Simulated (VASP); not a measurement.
# Rb2Li (I4/mmm) in VASP: single point with PBE

Aim: the single point of Rb2Li with PBE.

Everything below comes from runs of VASP 6.6.1. Logs are shortened: lines on timing, memory, paths and dates and some standing lists are left out, and cuts for length are marked.

## (1) The cell of the first run

The structure is tetragonal, space group I4/mmm (No. 139). Conventional cell: a = 4.946 Å, b = 4.946 Å, c = 8.112 Å, α = 90.00°, β = 90.00°, γ = 90.00°. Within 2.0 Å of Rb (site symmetry 4mm) lie 1 Rb at 1.51 Å. Li (site symmetry 4/mmm) has 10 Rb at 3.30 to 3.58 Å within 4.3 Å.

## (2) Single point, PBE

The input, INCAR:

```
SYSTEM = Rb2Li
ALGO = All
EDIFF = 1E-6
ENCUT = 1000
GGA = PE
GGA_COMPAT = .False.
ISEARCH = 1
ISIF = 2
ISMEAR = 0
KPAR = 4
LASPH = .True.
LCHARG = .False.
LREAL = .False.
LWAVE = .False.
NBANDS = 18
NELM = 300
PREC = Accurate
SIGMA = 0.1
```

The input, KPOINTS:

```
k-points
0
Gamma
  6 6 6
  0 0 0
```

The input, POSCAR:

```
Rb2Li
1.0
   -2.4729134336      2.4729134336      4.0558323152
    2.4729134336     -2.4729134336      4.0558323152
    2.4729134336      2.4729134336     -4.0558323152
Rb Li
2 1
Direct
    0.5930000000      0.5930000000      0.0000000000
    0.4070000000      0.4070000000      0.0000000000
    0.0000000000      0.0000000000      0.0000000000
```

Potentials or basis: VASP PAW PBE potentials, release 64 (Rb_sv, Li_sv).

Launch:

```
> cat potpaw_PBE.64/Rb_sv/POTCAR potpaw_PBE.64/Li_sv/POTCAR > POTCAR
> mpirun -np 4 vasp_std > vasp.out
```

OUTCAR:

```text
SYSTEM = Rb2Li
   EDIFF = 1E-6
   ENCUT = 1000
   GGA = PE
   ISIF = 2
   ISMEAR = 0
   LASPH = .True.
   LREAL = .False.
   NELM = 300
   PREC = Accurate

 ion  position               nearest neighbor table
   1  0.593  0.593  0.000-   2 1.51   3 3.30   3 3.58   3 3.58   3 3.58   3 3.58   2 4.33   2 4.33
                             2 4.33   2 4.33   2 5.17   2 5.17   2 5.17   2 5.17
   2  0.407  0.407  0.000-   1 1.51   3 3.30   3 3.58   3 3.58   3 3.58   3 3.58   1 4.33   1 4.33
                             1 4.33   1 4.33   1 5.17   1 5.17   1 5.17   1 5.17
   3  0.000  0.000  0.000-   1 3.30   2 3.30   1 3.58   2 3.58   1 3.58   1 3.58   1 3.58   2 3.58
                             2 3.58   2 3.58

 -----------------------------------------------------------------------------
|                                                                             |
|           W    W    AA    RRRRR   N    N  II  N    N   GGGG   !!!           |
|           W    W   A  A   R    R  NN   N  II  NN   N  G    G  !!!           |
|           W    W  A    A  R    R  N N  N  II  N N  N  G       !!!           |
|           W WW W  AAAAAA  RRRRR   N  N N  II  N  N N  G  GGG   !            |
|           WW  WW  A    A  R   R   N   NN  II  N   NN  G    G                |
|           W    W  A    A  R    R  N    N  II  N    N   GGGG   !!!           |
|                                                                             |
|     The distance between some ions is very small. Please check the          |
|     nearest-neighbor list in the OUTCAR file.                               |
|     I HOPE YOU KNOW WHAT YOU ARE DOING!                                     |
|                                                                             |
 -----------------------------------------------------------------------------

  LATTYP: Found a body centered tetragonal cell.
 ALAT       =     4.9458268672
 C/A-ratio  =     1.6401028277

  Lattice vectors:

 A1 = (  -2.4729134336,   2.4729134336,   4.0558323152)
 A2 = (   2.4729134336,  -2.4729134336,   4.0558323152)
 A3 = (   2.4729134336,   2.4729134336,  -4.0558323152)

Analysis of symmetry for initial positions (statically):
=====================================================================
 Subroutine PRICEL returns:
 Original cell was already a primitive cell.

 Routine SETGRP: Setting up the symmetry group for a
 body centered tetragonal supercell.

 Subroutine GETGRP returns: Found 16 space group operations
 (whereof 16 operations were pure point group operations)
 out of a pool of 16 trial point group operations.

The static configuration has the point symmetry D_4h.

Analysis of symmetry for dynamics (positions and initial velocities):
=====================================================================
 Subroutine PRICEL returns:
 Original cell was already a primitive cell.

 Routine SETGRP: Setting up the symmetry group for a
 body centered tetragonal supercell.

 Subroutine GETGRP returns: Found 16 space group operations
 (whereof 16 operations were pure point group operations)
 out of a pool of 16 trial point group operations.

The dynamic configuration has the point symmetry D_4h.

 Subroutine INISYM returns: Found 16 space group operations
 (whereof 16 operations are pure point group operations),
 and found     1 'primitive' translations

----------------------------------------------------------------------------------------

                                     Primitive cell

  volume of cell :      99.2105

  direct lattice vectors                    reciprocal lattice vectors
    -2.472913434  2.472913434  4.055832315     0.000000000  0.202190660  0.123279258
     2.472913434 -2.472913434  4.055832315     0.202190660  0.000000000  0.123279258
     2.472913434  2.472913434 -4.055832315     0.202190660  0.202190660  0.000000000

  length of vectors
     5.355406378  5.355406378  5.355406378     0.236809710  0.236809710  0.285940774

  position of ions in fractional coordinates (direct lattice)
     0.593000000  0.593000000  0.000000000
     0.407000000  0.407000000  0.000000000
     0.000000000  0.000000000  0.000000000

  ion indices of the primitive-cell ions
   primitive index   ion index
                 1           1
                 2           2
                 3           3

----------------------------------------------------------------------------------------

 KPOINTS: k-points

Automatic generation of k-mesh.
 Grid dimensions read from file:
 generate k-points for:    6    6    6

 Generating k-lattice:

  Cartesian coordinates                     Fractional coordinates (reciprocal lattice)
     0.000000000  0.033698443  0.020546543     0.166666667  0.000000000  0.000000000
     0.033698443  0.000000000  0.020546543     0.000000000  0.166666667  0.000000000
     0.033698443  0.033698443  0.000000000     0.000000000  0.000000000  0.166666667

  Length of vectors
     0.039468285  0.039468285  0.047656796

  Shift w.r.t. Gamma in fractional coordinates (k-lattice)
     0.000000000  0.000000000  0.000000000

 Subroutine IBZKPT returns following result:
 ===========================================

 Found     30 irreducible k-points:

 Following reciprocal coordinates:
            Coordinates               Weight
  0.000000  0.000000  0.000000      1.000000
  0.166667  0.000000  0.000000      8.000000
  0.333333 -0.000000  0.000000      8.000000
  0.500000  0.000000  0.000000      4.000000
  0.166667  0.166667  0.000000      8.000000
  0.333333  0.166667  0.000000     16.000000
[... 16 lines left out ...]
 -0.333333 -0.333333  0.166667      8.000000
 -0.166667 -0.333333  0.166667      8.000000
 [... further k-points ...]
   k-points           NKPTS =     30   k-points in BZ     NKDIM =     30   number of bands    NBANDS=     18
   number of dos      NEDOS =    301   number of ions     NIONS =      3
   total plane-waves  NPLWV = 175616
   dimension x,y,z NGX =    56 NGY =   56 NGZ =   56
   dimension x,y,z NGXF=   112 NGYF=  112 NGZF=  112
   ions per type =               2   1
   NGX,Y,Z   is equivalent  to a cutoff of  17.38, 17.38, 17.38 a.u.
   NGXF,Y,Z  is equivalent  to a cutoff of  34.77, 34.77, 34.77 a.u.
 SYSTEM =  Rb2Li
   PREC   = accura    normal or accurate (medium, high low for compatibility)
   ISTART =      0    job   : 0-new  1-cont  2-samecut
   ICHARG =      2    charge: 1-file 2-atom 10-const
   ISPIN  =      1    spin polarized calculation?
   LNONCOLLINEAR =      F non collinear calculations
   LSORBIT =      F    spin-orbit coupling
   LASPH  =      T    aspherical Exc in radial PAW
   ENCUT  = 1000.0 eV  73.50 Ry    8.57 a.u.  13.81 13.81 13.81*2*pi/ulx,y,z
   NELM   =    300;   NELMIN=  2; NELMDL= -5     # of ELM steps
   EDIFF  = 0.1E-05   stopping-criterion for ELM
   LREAL  =      F    real-space projection
   EDIFFG = 0.1E-04   stopping-criterion for IOM
   NSW    =      0    number of steps for IOM
   IBRION =     -1    ionic relax: 0-MD 1-quasi-New 2-CG
   NFREE  =      0    steps in history (QN), initial steepest desc. (CG)
   ISIF   =      2    stress and relaxation
   ISYM   =      2    0-nonsym 1-usesym 2-fastsym
   POTIM  = 0.5000    time-step for ionic-motion
   TEBEG  =    0.0;   TEEND  =   0.0 temperature during run
   PSTRESS=    0.0 pullay stress
   NELECT =      21.0000    total number of electrons
   NUPDOWN=      -1.0000    fix difference up-down
   EMIN   =  10.00;   EMAX   =-10.00  energy-range for DOS
   EFERMI =   0.00;   METHOD = LEGACY
   ISMEAR =     0;   SIGMA  =   0.10  broadening in eV -4-tet -1-fermi 0-gaus
   EFERMI_NEDOS =   21; number of points for ismear=-14 and -15
   IALGO  =     58    algorithm
   IMIX   =      4    mixing-type and parameters
     AMIX     =   0.40;   BMIX     =  1.00
     AMIX_MAG =   1.60;   BMIX_MAG =  1.00
  volume/ion in A,a.u.               =      33.07       223.17
  Fermi-wavevector in a.u.,A,eV,Ry     =   0.975653  1.843717 12.951366  0.951899
  Thomas-Fermi vector in A             =   2.106209
   LORBIT       =      0    0 simple, 1 ext, 2 COOP (PROOUT), +10 PAW based schemes
   GGA     = PE    functional components
   LHFCALC =     F    Hartree Fock is set to
   AEXX    =    0.0000 exact exchange contribution
   IVDW    =     0    specifies the selected vdW correction
   LEPSILON=     F    determine dielectric tensor
   LRPA    =     F    only Hartree local field effects (RPA)
 non-spin polarized calculation
 Gauss-broadening in eV      SIGMA  =   0.10
  energy-cutoff  :     1000.00
  volume of cell :       99.21
 maximum number of plane-waves:      7164
   NGX = 27   NGY = 27   NGZ = 27

 number of electron      20.9999999 magnetization

 Free energy of the ion-electron system (eV)
  ---------------------------------------------------
  ext. energy  EPLUGINS =         0.00000000
  ---------------------------------------------------
  free energy    TOTEN  =        35.65231152 eV

  energy without entropy =       35.66506141  energy(sigma->0) =       35.65868647

 E-fermi :   1.4482     XC(G=0):  -7.5253

 val. band max:        1.4251410517   @ k =   0.5000   0.5000   0.1667
 cond. band min:       1.4643382366   @ k =  -0.3333  -0.3333   0.1667
 fundamental gap:      0.0391971849
 Fermi energy:         1.4482005950

 k-point     1 :       0.0000    0.0000    0.0000
  band No.  band energies     occupation
      1     -45.8390      2.00000
      2     -38.4490      2.00000
      3     -24.7085      2.00000
      4     -17.1780      2.00000
      5     -17.1780      2.00000
      6     -17.0086      2.00000
[... 10 lines left out ...]
     17       6.0224      0.00000
     18       6.0928      0.00000

 k-point     2 :       0.1667    0.0000    0.0000
  band No.  band energies     occupation
      1     -45.8389      2.00000
      2     -38.4488      2.00000
      3     -24.7124      2.00000
      4     -17.1910      2.00000
      5     -17.1807      2.00000
      6     -16.9902      2.00000
[... 10 lines left out ...]
     17       5.7756      0.00000
     18       6.0118      0.00000

 k-point     3 :       0.3333   -0.0000    0.0000
  band No.  band energies     occupation
      1     -45.8389      2.00000
      2     -38.4483      2.00000
      3     -24.7203      2.00000
      4     -17.2122      2.00000
      5     -17.1860      2.00000
      6     -16.9584      2.00000
[... 10 lines left out ...]
     17       6.8460      0.00000
     18       7.2493      0.00000

 k-point     4 :       0.5000    0.0000    0.0000
  band No.  band energies     occupation
      1     -45.8389      2.00000
      2     -38.4481      2.00000
      3     -24.7242      2.00000
      4     -17.2213      2.00000
      5     -17.1886      2.00000
      6     -16.9441      2.00000
[... 10 lines left out ...]
     17       7.2790      0.00000
     18       7.6319      0.00000

 k-point     5 :       0.1667    0.1667    0.0000
  band No.  band energies     occupation
      1     -45.8389      2.00000
      2     -38.4485      2.00000
      3     -24.7185      2.00000
      4     -17.1970      2.00000
      5     -17.1909      2.00000
      6     -16.9674      2.00000
[... 10 lines left out ...]
     17       5.5590      0.00000
     18       6.7068      0.00000

 k-point     6 :       0.3333    0.1667    0.0000
  band No.  band energies     occupation
      1     -45.8389      2.00000
      2     -38.4481      2.00000
      3     -24.7242      2.00000
      4     -17.2133      2.00000
      5     -17.1970      2.00000
      6     -16.9438      2.00000
[... 307 lines left out ...]
 k-point    21 :      -0.3333    0.5000    0.1667
  band No.  band energies     occupation
      1     -45.8389      2.00000
      2     -38.4478      2.00000
      3     -24.7307      2.00000
      4     -17.2220      2.00000
      5     -17.1996      2.00000
      6     -16.9197      2.00000
[... 10 lines left out ...]
     17       6.9018      0.00000
     18       7.1189      0.00000

 k-point    22 :      -0.1667    0.5000    0.1667
  band No.  band energies     occupation
      1     -45.8389      2.00000
      2     -38.4480      2.00000
      3     -24.7289      2.00000
      4     -17.2177      2.00000
      5     -17.1927      2.00000
      6     -16.9297      2.00000
[... 10 lines left out ...]
     17       7.5993      0.00000
     18       7.7245      0.00000

 k-point    23 :      -0.3333   -0.3333    0.1667
  band No.  band energies     occupation
      1     -45.8389      2.00000
      2     -38.4480      2.00000
      3     -24.7315      2.00000
      4     -17.2059      2.00000
      5     -17.2010      2.00000
      6     -16.9238      2.00000
[... 10 lines left out ...]
     17       5.9165      0.00000
     18       8.1931      0.00000

 k-point    24 :      -0.1667   -0.3333    0.1667
  band No.  band energies     occupation
      1     -45.8389      2.00000
      2     -38.4483      2.00000
      3     -24.7254      2.00000
      4     -17.1991      2.00000
      5     -17.1908      2.00000
      6     -16.9477      2.00000
[... 10 lines left out ...]
     17       6.0497      0.00000
     18       7.2290      0.00000

 [... further k-points ...]

------------------------ aborting loop because EDIFF is reached ----------------------------------------

  FORCE on cell =-STRESS in cart. coord.  units (eV):
  Direction    XX          YY          ZZ          XY          YZ          ZX
  --------------------------------------------------------------------------------------
  -------------------------------------------------------------------------------------
  Total       -0.4850755     -0.4850755    177.1205247      0.0000000      0.0000000      0.0000000
  in kB       -7.8336135     -7.8336135   2860.3663635      0.0000000      0.0000000      0.0000000
  external PRESSURE =     948.2330455 kB  Pullay stress =       0.0000000 kB

 VOLUME and BASIS-vectors are now :
 -----------------------------------------------------------------------------
  energy-cutoff  :     1000.00
  volume of cell :       99.21
      direct lattice vectors                 reciprocal lattice vectors
    -2.472913434  2.472913434  4.055832315     0.000000000  0.202190660  0.123279258
     2.472913434 -2.472913434  4.055832315     0.202190660  0.000000000  0.123279258
     2.472913434  2.472913434 -4.055832315     0.202190660  0.202190660  0.000000000

 POSITION                                       TOTAL-FORCE (eV/Angst)
 -----------------------------------------------------------------------------------
      0.00000      0.00000      4.81022         0.000000      0.000000    117.923843
      0.00000      0.00000      3.30145         0.000000      0.000000   -117.923843
      0.00000      0.00000      0.00000        -0.000000     -0.000000      0.000000
 -----------------------------------------------------------------------------------
    total drift:                                0.000000     -0.000000      0.000000

  FREE ENERGIE OF THE ION-ELECTRON SYSTEM (eV)
  ---------------------------------------------------
  free  energy   TOTEN  =        35.6523115211 eV

  energy  without entropy=       35.6650608434  energy(sigma->0) =       35.65868618
```

Wall time 2.1 min (4 MPI ranks of Intel Xeon Platinum 8259CL at 2.50GHz (Skylake/Cascade Lake), shared host); peak memory 0.57 GiB.

What came out:

```
Free energy            : 35.6523 eV
Pressure               : 94.8 GPa
Largest force          : 117.924 eV/Å
Band gap on the k mesh : zero (an odd number of electrons rules out a gap without spin polarisation)
```

Forces on the atoms (eV/Å):
```
Rb     0.000    0.000  117.924
Rb     0.000    0.000 -117.924
Li     0.000    0.000    0.000
```

Caveat: atoms lie so close that the PAW spheres overlap strongly, which falsifies energies and pressures; the stress differs along the axes, from -1 to 286 GPa; forces of over 1 eV/Å act on the atoms, so gaps and moduli don't describe the material at rest.

The gap in the log of VASP goes by the Fermi energy; the results here count the filled bands.